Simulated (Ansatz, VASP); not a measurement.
**One calculation of P, two programs**

```
CELL_PARAMETERS angstrom
1.64530 0.94991 2.68539
-1.64530 0.94991 2.68539
0.00000 -1.89983 2.68539
ATOMIC_POSITIONS crystal
P 0.23367 0.23367 0.23367
P 0.76633 0.76633 0.76633
```

Change from the starting cell: strain -0.040 along x and y, -0.080 along z, atoms carried along.

Alike in both runs: task single point; functional PBE; dispersion D3(BJ); k mesh 24 × 24 × 24; occupations gaussian, width 0.15 eV; no spin polarisation.

|  | VASP | Ansatz |
| --- | --- | --- |
| version | VASP 6.6.1 | Ansatz 0.2.0 |
| potentials or method | VASP PAW PBE potentials, release 64 (P), cutoff 520 eV | scalar-relativistic, plane waves, PAW |
| valence electrons in the cell | 10 | 10 |

Ansatz gave:

```
gap on the k mesh at the Fermi level (eV)                     : none
pressure (GPa)                                                : 21.6
traceless stress, the component that is largest in VASP (GPa) : -1.12
rms of the force components (eV/Å)                            : 0.686
```

Which values does VASP return?

gap on the k mesh at the Fermi level (eV): none; pressure (GPa): 21.1; traceless stress, the component that is largest in VASP (GPa): -0.96; rms of the force components (eV/Å): 0.658.

Atom by atom the forces differ by 0.028 eV/Å (rms over components). A gap of «none» marks a metal or a gap that the smearing closes.
